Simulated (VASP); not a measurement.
A run of VASP 6.6.1:

The input INCAR:

```
ALGO     = Normal         # electronic algorithm
EDIFF    = 1E-7           # SCF threshold, eV
ENCUT    = 520            # plane-wave cutoff, eV
GGA      = PE             # functional
ISIF     = 2              # what is computed and relaxed
ISMEAR   = 0              # smearing method
ISPIN    = 2              # spin polarisation
LASPH    = True           # aspherical terms in the spheres
LCHARG   = False          # write CHGCAR
LMAXMIX  = 4              # l up to which the mixer works
LORBIT   = 11             # projections on sites
LREAL    = False          # projectors in reciprocal space
LWAVE    = False          # write WAVECAR
MAGMOM   = 5 0            # initial moments
NBANDS   = 20             # bands
NELM     = 150            # most SCF steps
PREC     = Accurate       # precision mode
SIGMA    = 0.05           # smearing width, eV
```

KPOINTS

```
k-points
0
Gamma
  12 12 12
```

File POSCAR:

```
MnS
1.0
    0.0000000000      2.6045000000      2.6045000000
    2.6045000000      0.0000000000      2.6045000000
    2.6045000000      2.6045000000      0.0000000000
Mn S
1 1
Direct
    0.0000000000      0.0000000000      0.0000000000
    0.5000000000      0.5000000000      0.5000000000
```

Potentials or basis: VASP PAW PBE potentials, release 64 (Mn_pv, S).

Command:

```console
$ cat potpaw_PBE.64/Mn_pv/POTCAR potpaw_PBE.64/S/POTCAR > POTCAR
$ mpirun -np 1 vasp_std > vasp.out
```

Hardware: 1 thread of Oxide Virtual Turin-like Processor (shared host).

Problem. Estimate the wall time of this run.

Solution. Run time: 2.3 min on 1 thread of Oxide Virtual Turin-like Processor, with other jobs on the host, peak memory 0.19 GiB. Counts: scf iterations 16, k points 72.
